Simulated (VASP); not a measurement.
A run of VASP 6.6.1:

Contents of INCAR:

```
PREC     = Accurate       # precision mode
ENCUT    = 520            # plane-wave cutoff, eV
EDIFF    = 1E-6           # SCF threshold, eV
ISMEAR   = -1             # smearing method
SIGMA    = 0.05           # smearing width, eV
LREAL    = False          # projectors in reciprocal space
LASPH    = True           # aspherical terms in the spheres
NELM     = 150            # most SCF steps
ALGO     = Normal         # electronic algorithm
ISIF     = 2              # what is computed and relaxed
LWAVE    = False          # write WAVECAR
LCHARG   = False          # write CHGCAR
ISPIN    = 2              # spin polarisation
MAGMOM   = 3.8 0          # initial moments
LORBIT   = 11             # projections on sites
NUPDOWN  = 3.8            # fixed moment
LMAXMIX  = 4              # l up to which the mixer works
GGA      = PE             # functional
NBANDS   = 18             # bands
```

File KPOINTS:

```
regular mesh
0
Gamma
  9 9 9
```

Contents of POSCAR:

```
FeO
1.0
    0.0000000000      2.1554000000      2.1554000000
    2.1554000000      0.0000000000      2.1554000000
    2.1554000000      2.1554000000      0.0000000000
Fe O
1 1
Direct
    0.0000000000      0.0000000000      0.0000000000
    0.5000000000      0.5000000000      0.5000000000
```

Potentials or basis: VASP PAW PBE potentials, release 64 (Fe, O).

Launch:

```console
$ cat potpaw_PBE.64/Fe/POTCAR potpaw_PBE.64/O/POTCAR > POTCAR
$ mpirun -np 1 vasp_std > vasp.out
```

Hardware: 1 thread of Intel Xeon 8259CL, with other jobs on the host.

How long does it take, and how much memory?

Run time: 42 s on 1 thread of Intel Xeon 8259CL, on a shared host, peak memory 0.16 GiB. Counts: scf iterations 14, k points 35.
